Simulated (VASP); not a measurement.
Set up this calculation in VASP 6.6.1, as the native input.

```
Task                   : single point
Functional             : r2SCAN
Potentials or basis    : VASP PAW PBE potentials, release 64 (In_d, Ir, S)
Cutoff                 : 520 eV
k mesh                 : 8 × 8 × 8
Occupations            : fermi-dirac, width 0.1 eV
Spin                   : no spin polarisation
Dipole correction      : no
Further INCAR settings : ALGO = Normal; EDIFF = 1e-06; NBANDS = 42
```

In2Ir3S2:

```
CELL_PARAMETERS angstrom
0.00000 -3.10475 4.45950
2.62981 -1.65032 -4.45950
2.98401 1.65032 4.45950
ATOMIC_POSITIONS crystal
In 0.00000 0.00000 0.00000
In 0.50000 0.50000 0.50000
Ir 0.00000 0.50000 0.50000
Ir 0.50000 0.00000 0.50000
Ir 0.00000 0.00000 0.50000
S 0.72100 0.27900 0.83700
S 0.27900 0.72100 0.16300
```

The input as run:

POSCAR

```
In2Ir3S2
1.0
    0.0000000000     -3.1047540000      4.4594960000
    2.6298110000     -1.6503180000     -4.4594960000
    2.9840080000      1.6503180000      4.4594960000
In Ir S
2 3 2
Direct
    0.0000000000      0.0000000000      0.0000000000
    0.5000000000      0.5000000000      0.5000000000
    0.0000000000      0.5000000000      0.5000000000
    0.5000000000      0.0000000000      0.5000000000
    0.0000000000      0.0000000000      0.5000000000
    0.7210000000      0.2790000000      0.8370000000
    0.2790000000      0.7210000000      0.1630000000
```

INCAR.step1

```
PREC = Accurate
ENCUT = 520
ISMEAR = -1
SIGMA = 0.1
LREAL = F
LASPH = T
NELM = 100
NBANDS = 42
GGA = PE
ALGO = Normal
EDIFF = 1E-4
LWAVE = T
LCHARG = F
LUSENCCL = F
```

INCAR.step2

```
PREC = Accurate
ENCUT = 520
EDIFF = 1E-6
ISMEAR = -1
SIGMA = 0.1
LREAL = F
LASPH = T
NELM = 100
ALGO = Normal
ISIF = 2
LWAVE = F
LCHARG = F
METAGGA = R2SCAN
LMIXTAU = T
NBANDS = 42
ISTART = 1
LUSENCCL = F
```

KPOINTS

```
Automatic mesh
0
Gamma
  8 8 8
```

Potentials or basis: VASP PAW PBE potentials, release 64 (In_d, Ir, S).

The run is started by

```sh
$ cat potpaw_PBE.64/In_d/POTCAR potpaw_PBE.64/Ir/POTCAR potpaw_PBE.64/S/POTCAR > POTCAR
$ cp INCAR.step1 INCAR
$ mpirun -np 1 vasp_std > vasp.out
$ cp INCAR.step2 INCAR
$ mpirun -np 1 vasp_std > vasp.out
```

It gave:

* Pressure: 19.9 GPa
* Largest force: 3.396 eV/Å
* Band gap on the k mesh: zero (an odd number of electrons rules out a gap without spin polarisation)

Caveat: the cell stands under pressure; the PAW data sets were made with another functional, which shifts forces and pressure a little; spin-orbit coupling is left out, which moves the levels of the heavy elements.

Wall time 8.6 min on 1 × NVIDIA H100 80GB with 1 thread of Intel(R) Xeon(R) Platinum 8481C CPU @ 2.70GHz (Sapphire Rapids), on a shared host, peak memory 1.4 GiB.
